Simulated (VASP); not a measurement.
As, a slab with vacuum:

```
CELL_PARAMETERS angstrom
3.57490 0.00000 0.00000
-1.78745 3.09596 0.00000
0.00000 0.00000 26.41564
ATOMIC_POSITIONS crystal
As 0.33333 0.66667 0.32062
As 0.66667 0.33333 0.37245
```

Base run:

| Item | Value |
| --- | --- |
| Program | VASP 6.6.1 |
| Functional | HSE06 |
| Potentials or basis | VASP PAW PBE potentials, release 64 (As) |
| Cutoff | 520 eV |
| k mesh | 6 × 6 × 1 |
| Occupations | gaussian, width 0.01 eV |
| Spin | no spin polarisation |

Its results: band gap on the k mesh 2.31 eV, indirect (least direct gap 2.86 eV); largest force 0.085 eV/Å.

Q: After a change of settings the same cell gave: band gap on the k mesh 7.45 eV, indirect (least direct gap 8.00 eV); largest force 1.058 eV/Å. Which change was it?
A. functional from HSE06 to PBE0; further incar settings from ALGO = Normal; EDIFF = 1e-06; NBANDS = 12 to ALGO = Normal; EDIFF = 1e-07; NBANDS = 12
B. functional from HSE06 to HF
C. functional from HSE06 to r2SCAN; k mesh from 6 × 6 × 1 to 12 × 12 × 1

A: B.

Caveats: the PAW data sets were made with another functional, which shifts forces and pressure a little.
